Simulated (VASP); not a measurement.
Here is a VASP 6.6.1 calculation.

Contents of INCAR:

```
  PREC = Accurate
  ENCUT = 600
  EDIFF = 1E-6
  ISMEAR = 0
  SIGMA = 0.1
  LREAL = False
  LASPH = True
  NELM = 80
  ALGO = Fast
  ISIF = 3
  LWAVE = False
  LCHARG = False
  GGA = RP
  IBRION = 2
  NSW = 100
  EDIFFG = -0.005
```

KPOINTS

```
regular mesh
0
Gamma
  18 18 18
```

File POSCAR:

```
Al
1.0
    0.0000000000      2.0248050000      2.0248050000
    2.0248050000      0.0000000000      2.0248050000
    2.0248050000      2.0248050000      0.0000000000
Al
1
Direct
    0.0000000000      0.0000000000      0.0000000000
```

Potentials or basis: VASP PAW PBE potentials, release 64 (Al).

The run is started by

```console
$ cat potpaw_PBE.64/Al/POTCAR > POTCAR
$ mpirun -np 1 vasp_std > vasp.out
```

Predict the relaxed cell.

a = 2.873 Å, b = 2.873 Å, c = 2.873 Å, α = 60.00°, β = 60.00°, γ = 60.00°.

What does it give for the relaxed volume?

16.77 Å³/atom.

Predict the space group after relaxing (to 0.05 Å).

Fm-3m (No. 225).

Final structure:
```
Al
1.0
     0.00000    2.03144    2.03144
     2.03144    0.00000    2.03144
     2.03144    2.03144    0.00000
Al
1
Direct
  0.00000 0.00000 0.00000
```

Caveat: the PAW data sets were made with another functional, which shifts forces and pressure a little. RPBE and its kin give volumes clearly too large for solids.
